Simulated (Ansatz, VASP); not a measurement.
## GaP in VASP and in Ansatz

File POSCAR:

```
GaP
1.0
    0.0000000000      2.6981452945      2.7489678072
    2.6981452945      0.0000000000      2.7489678072
    2.6981452945      2.6981452945      0.0000000000
Ga P
1 1
Direct
    0.0000000000      0.0000000000      0.0000000000
    0.2500000000      0.2500000000      0.2500000000
```

The input INCAR.step1:

```
PREC = Accurate ; ENCUT = 520
ISMEAR = 0 ; SIGMA = 0.01
LREAL = F ; LASPH = T
NELM = 150 ; LNONCOLLINEAR = T
MAGMOM = 0 0 0 0 0 0 ; LSORBIT = T
GGA_COMPAT = F ; NBANDS = 30
GGA = PE ; ALGO = Normal
EDIFF = 1E-4 ; LWAVE = T
LCHARG = F
```

Contents of INCAR.step2:

```
PREC = Accurate ; ENCUT = 520
EDIFF = 1E-6 ; ISMEAR = 0
SIGMA = 0.01 ; LREAL = F
LASPH = T ; NELM = 150
ALGO = Normal ; ISIF = 2
LWAVE = F ; LCHARG = F
LNONCOLLINEAR = T ; MAGMOM = 0 0 0 0 0 0
LORBIT = 11 ; LSORBIT = T
GGA_COMPAT = F ; LORBMOM = T
METAGGA = R2SCAN ; LMIXTAU = T
NBANDS = 30 ; ISTART = 1
```

The input KPOINTS:

```
regular mesh
0
Gamma
  8 8 8
```

Input for Ansatz:

```yaml
crystal:
  lattice:
    - [0.0, 2.6981452945, 2.7489678072]
    - [2.6981452945, 0.0, 2.7489678072]
    - [2.6981452945, 2.6981452945, 0.0]
  atoms:
    - { symbol: Ga, position: [0.0, 0.0, 0.0] }
    - { symbol: P, position: [0.25, 0.25, 0.25] }
kpoints:
  mp_grid: { grid: [8, 8, 8] }
  band_path:
    path:
      - [0.0, 0.0, 0.0]
      - [-0.5, -0.5, 0.0]
      - [-0.375, -0.375, 0.25]
      - [-0.375, 0.0, 0.375]
      - [0.0, 0.0, 0.5]
      - [-0.5, -0.25, 0.25]
      - [0.0, 0.424479, 0.424479]
    npoints: 1
hamiltonian:
  xc: r2scan
scf:
  occupations: { method: fixed }
  n_extra_bands: 8
magnetization:
  noncollinear: true
  spin_orbit: true
output:
  forces: true
  stress: true
  eigenvalues: true
```

Change from the starting cell: epitaxial_xy strain -1.0%.

Alike in both runs: task single point; functional r2SCAN; k mesh 8 × 8 × 8; non-collinear spin, spin-orbit coupling.

```csv
,VASP,Ansatz
version,VASP 6.6.1,Ansatz 0.2.0
potentials or method,"VASP PAW PBE potentials, release 64 (Ga_d, P)","plane waves, PAW"
plane-wave cutoff (eV),520,500
occupations,"gaussian, width 0.01 eV",fixed
valence electrons in the cell,18,18
```

|  | VASP | Ansatz | Ansatz less VASP |
| --- | --- | --- | --- |
| pressure (GPa) | 0.9 | 1.0 | +0.12 |
| traceless stress, the component that is largest in VASP (GPa) | -1.05 | -1.06 | -0.010 |
| net moment per atom (μB) | 0.00 | 0.00 | 0.000 |

VASP's potentials were made for PBE, not for r2SCAN.
